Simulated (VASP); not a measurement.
# SiC (P6_3mc) in VASP: notebook

The runs below take SiC through relaxation of cell and atoms, with LDA.

All numbers are computed with VASP 6.6.1; they aren't measurements. Logs are shortened: lines on timing, memory, paths and dates and some standing lists are left out, and cuts for length are marked.

## Step 1: The cell of the first run

It takes space group P6_3mc (No. 186, hexagonal). Conventional cell: a = 3.056 Å, b = 3.056 Å, c = 5.016 Å, α = 90.00°, β = 90.00°, γ = 120.00°. Within 2.5 Å of Si (site symmetry 3m) lie 4 C at 1.87 to 1.89 Å. Within 2.5 Å of C (site symmetry 3m) lie 4 Si at 1.87 to 1.89 Å.

## Step 2: Relaxation of cell and atoms, LDA, target pressure -2 GPa, at which the enthalpy is minimised

Contents of INCAR:

```
PREC     = Accurate       # precision mode
ENCUT    = 600            # plane-wave cutoff, eV
EDIFF    = 1E-7           # SCF threshold, eV
ISMEAR   = 0              # smearing method
SIGMA    = 0.01           # smearing width, eV
LREAL    = F              # projectors in reciprocal space
LASPH    = T              # aspherical terms in the spheres
NELM     = 80             # most SCF steps
ALGO     = Normal         # electronic algorithm
ISIF     = 3              # what is computed and relaxed
LWAVE    = F              # write WAVECAR
LCHARG   = F              # write CHGCAR
IBRION   = 2              # ionic algorithm
NSW      = 100            # ionic steps
EDIFFG   = -0.002         # ionic threshold
PSTRESS  = -20.0
```

Contents of KPOINTS:

```
regular mesh
0
Gamma
  8 8 4
```

Contents of POSCAR:

```
SiC
1.0
    3.0563618582      0.0000000000      0.0000000000
   -1.5281809291      2.6468870124      0.0000000000
    0.0000000000      0.0000000000      5.0159135136
Si C
2 2
Direct
    0.3333333333      0.6666666667      0.0045956275
    0.6666666667      0.3333333333      0.5045956275
    0.3333333333      0.6666666667      0.3804043725
    0.6666666667      0.3333333333      0.8804043725
```

Potentials or basis: VASP PAW LDA potentials, release 64 (Si, C).

Run with:

```bash
$ cat potpaw_LDA.64/Si/POTCAR potpaw_LDA.64/C/POTCAR > POTCAR
$ mpirun -np 1 vasp_std > vasp.out
```

OUTCAR:

```text
PREC = Accurate
   ENCUT = 600
   EDIFF = 1E-7
   ISMEAR = 0
   LREAL = F
   LASPH = T
   NELM = 80
   ISIF = 3
   IBRION = 2
   NSW = 100
   EDIFFG = -0.002
   PSTRESS = -20.0

 ion  position               nearest neighbor table
   1  0.333  0.667  0.005-   4 1.87   4 1.87   4 1.87   3 1.89   2 3.07   2 3.07   2 3.07   2 3.07
                             2 3.07   2 3.07
   2  0.667  0.333  0.505-   3 1.87   3 1.87   3 1.87   4 1.89   1 3.07   1 3.07   1 3.07   1 3.07
                             1 3.07   1 3.07
   3  0.333  0.667  0.380-   2 1.87   2 1.87   2 1.87   1 1.89
   4  0.667  0.333  0.880-   1 1.87   1 1.87   1 1.87   2 1.89

  LATTYP: Found a hexagonal cell.
 ALAT       =     3.0563618582
 C/A-ratio  =     1.6411386303

  Lattice vectors:

 A1 = (   3.0563618582,   0.0000000000,   0.0000000000)
 A2 = (  -1.5281809291,   2.6468870124,   0.0000000000)
 A3 = (   0.0000000000,   0.0000000000,   5.0159135136)

Analysis of symmetry for initial positions (statically):
=====================================================================
 Subroutine PRICEL returns:
 Original cell was already a primitive cell.

 Routine SETGRP: Setting up the symmetry group for a
 hexagonal supercell.

 Subroutine GETGRP returns: Found 12 space group operations
 (whereof  6 operations were pure point group operations)
 out of a pool of 24 trial point group operations.

The static configuration has the point symmetry C_3v.
 The point group associated with its full space group is C_6v.

Analysis of symmetry for dynamics (positions and initial velocities):
=====================================================================
 Subroutine PRICEL returns:
 Original cell was already a primitive cell.

 Routine SETGRP: Setting up the symmetry group for a
 hexagonal supercell.

 Subroutine GETGRP returns: Found 12 space group operations
 (whereof  6 operations were pure point group operations)
 out of a pool of 24 trial point group operations.

The dynamic configuration has the point symmetry C_3v.
 The point group associated with its full space group is C_6v.

 Subroutine INISYM returns: Found 12 space group operations
 (whereof  6 operations are pure point group operations),
 and found     1 'primitive' translations

----------------------------------------------------------------------------------------

                                     Primitive cell

  volume of cell :      40.5780

  direct lattice vectors                    reciprocal lattice vectors
     3.056361858  0.000000000  0.000000000     0.327186389  0.188901150  0.000000000
    -1.528180929  2.646887012  0.000000000     0.000000000  0.377802300  0.000000000
     0.000000000  0.000000000  5.015913514     0.000000000  0.000000000  0.199365479

  length of vectors
     3.056361858  3.056361858  5.015913514     0.377802300  0.377802300  0.199365479

  position of ions in fractional coordinates (direct lattice)
     0.333333333  0.666666667  0.004595628
     0.666666667  0.333333333  0.504595628
     0.333333333  0.666666667  0.380404373
     0.666666667  0.333333333  0.880404373

  ion indices of the primitive-cell ions
   primitive index   ion index
                 1           1
                 2           2
                 3           3
                 4           4

----------------------------------------------------------------------------------------

 KPOINTS: regular mesh

Automatic generation of k-mesh.
 Grid dimensions read from file:
 generate k-points for:    8    8    4

 Generating k-lattice:

  Cartesian coordinates                     Fractional coordinates (reciprocal lattice)
     0.040898299  0.023612644  0.000000000     0.125000000 -0.000000000  0.000000000
     0.000000000  0.047225287  0.000000000     0.000000000  0.125000000  0.000000000
     0.000000000  0.000000000  0.049841370     0.000000000  0.000000000  0.250000000

  Length of vectors
     0.047225287  0.047225287  0.049841370

  Shift w.r.t. Gamma in fractional coordinates (k-lattice)
     0.000000000  0.000000000  0.000000000

 Subroutine IBZKPT returns following result:
 ===========================================

 Found     30 irreducible k-points:

 Following reciprocal coordinates:
            Coordinates               Weight
  0.000000  0.000000  0.000000      1.000000
  0.125000  0.000000  0.000000      6.000000
  0.250000  0.000000  0.000000      6.000000
  0.375000  0.000000  0.000000      6.000000
  0.500000  0.000000  0.000000      3.000000
  0.125000  0.125000  0.000000      6.000000
[... 16 lines left out ...]
  0.250000  0.000000  0.500000      6.000000
  0.375000  0.000000  0.500000      6.000000
 [... further k-points ...]
   k-points           NKPTS =     30   k-points in BZ     NKDIM =     30   number of bands    NBANDS=     12
   number of dos      NEDOS =    301   number of ions     NIONS =      4
   total plane-waves  NPLWV =  23040
   dimension x,y,z NGX =    24 NGY =   24 NGZ =   40
   dimension x,y,z NGXF=    48 NGYF=   48 NGZF=   80
   ions per type =               2   2
   NGX,Y,Z   is equivalent  to a cutoff of  13.05, 13.05, 13.26 a.u.
   NGXF,Y,Z  is equivalent  to a cutoff of  26.11, 26.11, 26.51 a.u.
 SYSTEM =  unknown system
   PREC   = accura    normal or accurate (medium, high low for compatibility)
   ISTART =      0    job   : 0-new  1-cont  2-samecut
   ICHARG =      2    charge: 1-file 2-atom 10-const
   ISPIN  =      1    spin polarized calculation?
   LNONCOLLINEAR =      F non collinear calculations
   LSORBIT =      F    spin-orbit coupling
   LASPH  =      T    aspherical Exc in radial PAW
   ENCUT  =  600.0 eV  44.10 Ry    6.64 a.u.   6.10  6.10 10.02*2*pi/ulx,y,z
   NELM   =     80;   NELMIN=  2; NELMDL= -5     # of ELM steps
   EDIFF  = 0.1E-06   stopping-criterion for ELM
   LREAL  =      F    real-space projection
   EDIFFG = -.2E-02   stopping-criterion for IOM
   NSW    =    100    number of steps for IOM
   IBRION =      2    ionic relax: 0-MD 1-quasi-New 2-CG
   NFREE  =      1    steps in history (QN), initial steepest desc. (CG)
   ISIF   =      3    stress and relaxation
   ISYM   =      2    0-nonsym 1-usesym 2-fastsym
   POTIM  = 0.5000    time-step for ionic-motion
   TEBEG  =    0.0;   TEEND  =   0.0 temperature during run
   PSTRESS=  -20.0 pullay stress
   NELECT =      16.0000    total number of electrons
   NUPDOWN=      -1.0000    fix difference up-down
   EMIN   =  10.00;   EMAX   =-10.00  energy-range for DOS
   EFERMI =   0.00;   METHOD = LEGACY
   ISMEAR =     0;   SIGMA  =   0.01  broadening in eV -4-tet -1-fermi 0-gaus
   EFERMI_NEDOS =   21; number of points for ismear=-14 and -15
   IALGO  =     38    algorithm
   IMIX   =      4    mixing-type and parameters
     AMIX     =   0.40;   BMIX     =  1.00
     AMIX_MAG =   1.60;   BMIX_MAG =  1.00
  volume/ion in A,a.u.               =      10.14        68.46
  Fermi-wavevector in a.u.,A,eV,Ry     =   1.200470  2.268560 19.607750  1.441129
  Thomas-Fermi vector in A             =   2.336305
   LORBIT       =      0    0 simple, 1 ext, 2 COOP (PROOUT), +10 PAW based schemes
   GGA     = CA    functional components
   LHFCALC =     F    Hartree Fock is set to
   AEXX    =    0.0000 exact exchange contribution
   IVDW    =     0    specifies the selected vdW correction
   LEPSILON=     F    determine dielectric tensor
   LRPA    =     F    only Hartree local field effects (RPA)
 conjugate gradient relaxation of ions
 non-spin polarized calculation
 Gauss-broadening in eV      SIGMA  =   0.01
  energy-cutoff  :      600.00
  volume of cell :       40.58
 maximum number of plane-waves:      1372
   NGX = 13   NGY = 13   NGZ = 21

--------------------------------------- Ionic step        1  -------------------------------------------

 number of electron      15.9999998 magnetization

 Free energy of the ion-electron system (eV)
  ---------------------------------------------------
  ext. energy  EPLUGINS =         0.00000000
  ---------------------------------------------------
  free energy    TOTEN  =       -33.27947143 eV

  energy without entropy =      -33.27947143  energy(sigma->0) =      -33.27947143

------------------------ aborting loop because EDIFF is reached ----------------------------------------

  FORCE on cell =-STRESS in cart. coord.  units (eV):
  Direction    XX          YY          ZZ          XY          YZ          ZX
  --------------------------------------------------------------------------------------
  -------------------------------------------------------------------------------------
  Total        0.0663507      0.0663507      0.0626421      0.0000000      0.0000000     -0.0000000
  in kB        2.6197876      2.6197876      2.4733565      0.0000000      0.0000000     -0.0000000
  external PRESSURE =      22.5709772 kB  Pullay stress =     -20.0000000 kB
[... 225 lines left out ...]
  enthalpy is  TOTEN    =       -33.7888512913 eV   P V=       -0.5115291519

--------------------------------------- Ionic step        7  -------------------------------------------

 number of electron      15.9999999 magnetization

 Free energy of the ion-electron system (eV)
  ---------------------------------------------------
  ext. energy  EPLUGINS =         0.00000000
  ---------------------------------------------------
  free energy    TOTEN  =       -33.27724975 eV

  energy without entropy =      -33.27724975  energy(sigma->0) =      -33.27724975

 E-fermi :   8.4099     XC(G=0): -11.5902

 val. band max:        8.3178143479   @ k =   0.0000   0.0000   0.0000
 cond. band min:      10.7119228935   @ k =   0.3750   0.2500   0.0000
 fundamental gap:      2.3941085455
 Fermi energy:         8.4099296181

 k-point     1 :       0.0000    0.0000    0.0000
  band No.  band energies     occupation
      1      -7.2348      2.00000
      2      -3.5833      2.00000
      3      -0.4513      2.00000
      4       6.9977      2.00000
      5       6.9977      2.00000
      6       8.2048      2.00000
      7       8.3178      2.00000
      8       8.3178      2.00000
      9      13.1591      0.00000
     10      14.6374      0.00000
     11      14.9270      0.00000
     12      14.9270      0.00000
[... 331 lines left out ...]
 k-point    24 :       0.3750    0.0000    0.5000
  band No.  band energies     occupation
      1      -3.8126      2.00000
      2      -3.8126      2.00000
      3       1.2427      2.00000
      4       1.2427      2.00000
      5       5.6909      2.00000
      6       5.6909      2.00000
      7       6.0538      2.00000
      8       6.0538      2.00000
      9      11.8487      0.00000
     10      11.8487      0.00000
     11      14.2045      0.00000
     12      14.2045      0.00000

 [... further k-points ...]

------------------------ aborting loop because EDIFF is reached ----------------------------------------

  FORCE on cell =-STRESS in cart. coord.  units (eV):
  Direction    XX          YY          ZZ          XY          YZ          ZX
  --------------------------------------------------------------------------------------
  -------------------------------------------------------------------------------------
  Total       -0.5094930     -0.5094930     -0.5091598      0.0000000      0.0000000     -0.0000000
  in kB      -19.9175375    -19.9175375    -19.9045090      0.0000000      0.0000000     -0.0000000
  external PRESSURE =       0.0868054 kB  Pullay stress =     -20.0000000 kB
[... 19 lines left out ...]
  FREE ENERGIE OF THE ION-ELECTRON SYSTEM (eV)
  ---------------------------------------------------
  free  energy   TOTEN  =       -33.2772497494 eV

  energy  without entropy=      -33.2772497494  energy(sigma->0) =      -33.27724975

  enthalpy is  TOTEN    =       -33.7888521751 eV   P V=       -0.5116024256

 reached required accuracy - stopping structural energy minimisation
```

Run time: 58 s. Hardware: 1 thread of Intel Xeon 8259CL, shared host; peak memory 0.14 GiB.

Results:

```
Free energy                                                : -33.2772 eV
Relaxed volume                                             : 10.25 Å³/atom
Relaxed cell                                               : a = 3.066 Å, b = 3.066 Å, c = 5.033 Å, α = 90.00°, β = 90.00°, γ = 120.00°
Space group after relaxing (to 0.1 Å)                      : P6_3mc (No. 186)
Energy change on relaxing (the run minimises the enthalpy) : +0.6 meV/atom
Ionic steps                                                : 7
Pressure after relaxing                                    : -2.0 GPa
Band gap on the k mesh                                     : 2.39 eV (least direct gap 3.89 eV)
```

Step by step:
| step | energy change (eV) | largest force (eV/Å) | pressure (GPa) | volume (Å³) |
| --- | --- | --- | --- | --- |
| 1 | 0.0000 | 0.0019 | 0.26 | 40.58 |
| 2 | 0.0109 | 0.0027 | -4.30 | 41.42 |
| 3 | 0.0022 | 0.0023 | -2.00 | 40.99 |
| 4 | 0.0021 | 0.0023 | -1.96 | 40.98 |
| 5 | 0.0022 | 0.0023 | -1.96 | 40.98 |
| 6 | 0.0021 | 0.0001 | -1.96 | 40.98 |
| 7 | 0.0022 | 0.0000 | -1.99 | 40.98 |

Final structure:
```xyz
4
Lattice="3.0665 0.0000 0.0000 -1.5332 2.6557 0.0000 0.0000 0.0000 5.0327" Properties=species:S:1:pos:R:3 pbc="T T T"
Si    0.0000    1.7704    0.0230
Si    1.5332    0.8852    2.5394
C     0.0000    1.7704    1.9145
C     1.5332    0.8852    4.4309
```

Caveat: the cell is relaxed towards a set pressure, so the run minimises the enthalpy, not the energy.

[end of part 1 of 2]
